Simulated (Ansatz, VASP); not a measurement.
# Two plane-wave programs on AlN

Contents of INCAR:

```
SYSTEM = AlN
  PREC = Accurate
  ENCUT = 520
  EDIFF = 1E-7
  ISMEAR = 0
  SIGMA = 0.05
  LREAL = .False.
  LASPH = .True.
  NELM = 60
  ALGO = Normal
  ISIF = 2
  LWAVE = .False.
  LCHARG = .False.
  NBANDS = 11
```

Contents of KPOINTS:

```
Automatic mesh
0
Gamma
  10 10 10
  0 0 0
```

Contents of POSCAR:

```
AlN
1.0
    0.0000000000      2.1839935596      2.1839935596
    2.1839935596      0.0000000000      2.1839935596
    2.1839935596      2.1839935596      0.0000000000
Al N
1 1
Direct
   -0.0198266474     -0.0198266474     -0.0198266474
    0.7500000000      0.7500000000      0.7500000000
```

Input for Ansatz:

```yaml
crystal:
  lattice:
    - [0.0, 2.1839935596, 2.1839935596]
    - [2.1839935596, 0.0, 2.1839935596]
    - [2.1839935596, 2.1839935596, 0.0]
  atoms:
    - { symbol: Al, position: [-0.0198266474, -0.0198266474, -0.0198266474] }
    - { symbol: "N", position: [0.75, 0.75, 0.75] }
basis:
  ecutwfc: 420
kpoints:
  mp_grid: { grid: [10, 10, 10] }
hamiltonian:
  xc: lda
scf:
  occupations: { method: gaussian, width: 0.05 }
output:
  forces: true
  stress: true
  eigenvalues: true
```

Change from the starting cell: all Al atoms moved +0.150 Å, as atom 1 towards its neighbour atom 2 (N) at 1.891 Å.

Alike in both runs: task single point; functional LDA; k mesh 10 × 10 × 10; occupations gaussian, width 0.05 eV; no spin polarisation.

```csv
,VASP,Ansatz
version,VASP 6.6.1,Ansatz 0.2.0
potentials or method,"VASP PAW LDA potentials, release 64 (Al, N), cutoff 520 eV","scalar-relativistic, plane waves, PAW"
valence electrons in the cell,8,8
```

Ansatz gave:

| Item | Value |
| --- | --- |
| gap on the k mesh at the Fermi level (eV) | 3.03 |
| least direct gap on the mesh (eV) | 3.97 |
| pressure (GPa) | -0.1 |
| traceless stress, the component that is largest in VASP (GPa) | 8.28 |
| rms of the force components (eV/Å) | 1.765 |

Question: Estimate VASP's values.

Answer: gap on the k mesh at the Fermi level (eV): 3.01; least direct gap on the mesh (eV): 3.98; pressure (GPa): 0.5; traceless stress, the component that is largest in VASP (GPa): 8.62; rms of the force components (eV/Å): 1.802.

LDA's correlation is that of Perdew and Zunger in VASP and of Perdew and Wang (1992) in Ansatz. Atom by atom the forces differ by 0.036 eV/Å (rms over components).
